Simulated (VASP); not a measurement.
A run of VASP 6.6.1:

The input INCAR:

```
PREC = Accurate
ENCUT = 520
EDIFF = 1E-6
ISMEAR = 0
SIGMA = 0.02
LREAL = F
LASPH = T
NELM = 100
ALGO = Normal
ISIF = 2
LWAVE = F
LCHARG = T
GGA = PE
LELF = T
LVHAR = T
NBANDS = 31
```

File KPOINTS:

```
regular mesh
0
Gamma
  9 9 3
```

The input POSCAR:

```
MgO
1.0
    2.9886697703      0.0000000000      0.0000000000
   -1.4943348852      2.5882639446      0.0000000000
    0.0000000000      0.0000000000     12.6096797206
Mg O
5 5
Direct
    0.0000000000      0.0000000000      0.0000000000
    0.3333333333      0.6666666667      0.1951576130
    0.6666666667      0.3333333333      0.3963748332
    0.3333333333      0.6666666667      0.6036251668
    0.6666666667      0.3333333333      0.8048423870
    0.6666666667      0.3333333333      0.0975727755
    0.0000000000      0.0000000000      0.2924358423
    0.0000000000      0.0000000000      0.5000000000
    0.0000000000      0.0000000000      0.7075641577
    0.3333333333      0.6666666667      0.9024272245
```

Potentials or basis: VASP PAW PBE potentials, release 64 (Mg, O).

Run with:

```sh
$ cat potpaw_PBE.64/Mg/POTCAR potpaw_PBE.64/O/POTCAR > POTCAR
$ mpirun -np 1 vasp_std > vasp.out
```

Hardware: 1 thread of Intel(R) Xeon(R) 6975P-C (Granite Rapids), with other jobs on the host.

How long does it take, and how much memory?

Wall time 43 s on 1 thread of Intel(R) Xeon(R) 6975P-C (Granite Rapids), on a shared host, peak memory 0.25 GiB. Counts: scf iterations 16, k points 31.
